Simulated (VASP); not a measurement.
Wanted: the native input for a VASP 6.6.1 run.

- Task: single point
- Functional: LDA
- Potentials or basis: VASP PAW LDA potentials, release 64 (Sc_sv, Pt)
- Cutoff: 500 eV
- k mesh: 7 × 7 × 7
- Occupations: methfessel-paxton, width 0.1 eV
- Spin: no spin polarisation
- Dipole correction: no
- Further INCAR settings: ALGO = Normal; EDIFF = 1e-06; NBANDS = 18

The structure of ScPt lies in POSCAR:

```
ScPt
1.0
    3.2480530300      0.0000000000      0.0000000000
    0.0000000000      3.2480530300      0.0000000000
    0.0000000000      0.0000000000      3.2480530300
Sc Pt
1 1
Direct
    0.5000000000      0.5000000000      0.5000000000
    0.0000000000      0.0000000000      0.0000000000
```

These files were run (other wordings do the same):

INCAR

```
ALGO     = Normal         # electronic algorithm
EDIFF    = 1E-6           # SCF threshold, eV
ENCUT    = 500            # plane-wave cutoff, eV
GGA      = CA             # functional
GGA_COMPAT= F            
ISIF     = 2              # what is computed and relaxed
ISMEAR   = 1              # smearing method
LASPH    = T              # aspherical terms in the spheres
LCHARG   = F              # write CHGCAR
LREAL    = F              # projectors in reciprocal space
LWAVE    = F              # write WAVECAR
NBANDS   = 18             # bands
NELM     = 120            # most SCF steps
PREC     = Accurate       # precision mode
SIGMA    = 0.1            # smearing width, eV
```

KPOINTS

```
k-points
0
Gamma
  7 7 7
```

Potentials or basis: VASP PAW LDA potentials, release 64 (Sc_sv, Pt).

Command:

```bash
$ cat potpaw_LDA.64/Sc_sv/POTCAR potpaw_LDA.64/Pt/POTCAR > POTCAR
$ mpirun -np 1 vasp_std > vasp.out
```

Results of the run:

```json
{
 "Pressure": "-1.3 GPa"
}
```

Wall time 9 s on 1 thread of Intel(R) Xeon(R) Platinum 8488C (Sapphire Rapids), with other jobs on the host, peak memory 0.13 GiB.
